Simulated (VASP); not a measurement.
A run of VASP 6.6.1 is set up as follows.

Contents of INCAR:

```
SYSTEM = CdI2
PREC = Accurate
ENCUT = 400
EDIFF = 1E-8
ISMEAR = -1
SIGMA = 0.03
LREAL = .FALSE.
LASPH = .TRUE.
NELM = 120
ALGO = Normal
ISIF = 2
LWAVE = .FALSE.
LCHARG = .FALSE.
GGA = PS
LEFG = .TRUE.
NBANDS = 20
GGA_COMPAT = .FALSE.
```

File KPOINTS:

```
regular mesh
0
G
  8 8 5
  0 0 0
```

POSCAR

```
CdI2
1.0
    4.2298051314      0.0000000000      0.0000000000
   -2.1149025656      3.6631186968      0.0000000000
    0.0000000000      0.0000000000      6.8360600293
Cd I
1 2
Direct
    0.0000000000      0.0000000000      0.0000000000
    0.3333333333      0.6666666667      0.2492000000
    0.6666666667      0.3333333333      0.7508000000
```

Potentials or basis: VASP PAW PBE potentials, release 64 (Cd, I).

Launch:

```bash
$ cat potpaw_PBE.64/Cd/POTCAR potpaw_PBE.64/I/POTCAR > POTCAR
$ mpirun -np 1 vasp_std > vasp.out
```

(1) Estimate the pressure.

(2) Estimate the band gap on the k mesh.

## Answers

(1) -0.1 GPa.

(2) 2.29 eV, indirect (least direct gap 2.53 eV).

Caveat: without QUAD_EFG the Cq values of the log hold for a quadrupole moment of 1 mb, not for the nuclei; the PAW data sets were made with another functional, which shifts forces and pressure a little; spin-orbit coupling is left out, which moves the levels of the heavy elements; this functional lacks dispersion, which binds the layers, so the pressure and a relaxed spacing across them are unreliable.
